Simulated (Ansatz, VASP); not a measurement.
## Two plane-wave programs on Pb2O

```xyz
6
Lattice="0.0000 4.2777 4.2777 4.2777 0.0000 4.2777 4.2777 4.2777 0.0000" Properties=species:S:1:pos:R:3 pbc="T T T"
Pb    5.3472    5.3472    5.3472
Pb    5.3472    3.2083    3.2083
Pb    3.2083    3.2083    5.3472
Pb    3.2083    5.3472    3.2083
O     0.0000    0.0000    0.0000
O     2.1389    2.1389    2.1389
```

Alike in both runs: task relaxation of cell and atoms; functional PBE; k mesh 8 × 8 × 8; occupations gaussian, width 0.1 eV; no spin polarisation.

|  | VASP | Ansatz |
| --- | --- | --- |
| version | VASP 6.6.1 | Ansatz 0.2.0 |
| potentials or method | VASP PAW PBE potentials, release 64 (Pb_d, O), cutoff 600 eV | scalar-relativistic, plane waves, PAW |
| valence electrons in the cell | 68 | 68 |

Ansatz gave:

```
gap on the k mesh at the Fermi level, each at its own relaxed structure (eV) : none
relaxed volume (Å³/atom)                                                     : 28.00
relaxed length of the cell vector where the two differ most in proportion (Å)              : 6.194
```

Question: Which values does VASP return?

Answer: gap on the k mesh at the Fermi level, each at its own relaxed structure (eV): none; relaxed volume (Å³/atom): 27.99; relaxed length of the cell vector where the two differ most in proportion (Å): 6.193.

A gap of «none» marks a metal or a gap that the smearing closes.

Spin-orbit coupling is off throughout.
